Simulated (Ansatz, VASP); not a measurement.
## Two plane-wave programs on Si5O

```
Si O
1.0
     2.78104    0.00000    0.00000
    -1.39052    2.40845    0.00000
     0.00000    0.00000   11.69732
Si O
5 1
Direct
  0.66667 0.33333 0.86736
  0.00000 0.00000 0.67673
  0.66667 0.33333 0.50000
  0.00000 0.00000 0.32327
  0.66667 0.33333 0.13264
  0.00000 0.00000 0.00000
```

Change from the starting cell: species swapped into the MgCd5 type (P-6m2, No. 187).

Alike in both runs: functional PBE; k mesh 6 × 6 × 2; occupations gaussian, width 0.1 eV; collinear spin.

Ansatz relaxed the structure, and its values are those at the end. VASP's run is a single point on that final structure, the one shown.

|  | VASP | Ansatz |
| --- | --- | --- |
| version | VASP 6.6.1 | Ansatz 0.2.0 |
| potentials or method | VASP PAW PBE potentials, release 64 (Si, O), cutoff 520 eV | scalar-relativistic, plane waves, PAW |
| valence electrons in the cell | 26 | 26 |

VASP gave:

```
gap on the k mesh at the Fermi level (eV) : none
pressure (GPa)                            : 0.1
rms of the force components (eV/Å)        : 0.007
net moment per atom (μB)                  : 0.00
```

Task: Which values does Ansatz return?

Result: gap on the k mesh at the Fermi level (eV): none; pressure (GPa): 0.1; rms of the force components (eV/Å): 0.005; net moment per atom (μB): 0.00.

A gap of «none» marks a metal or a gap that the smearing closes. Ansatz's warnings: filled band counts differ across k points, seeded moment not kept.

The k mesh is coarse, so the values compare programs but aren't converged.
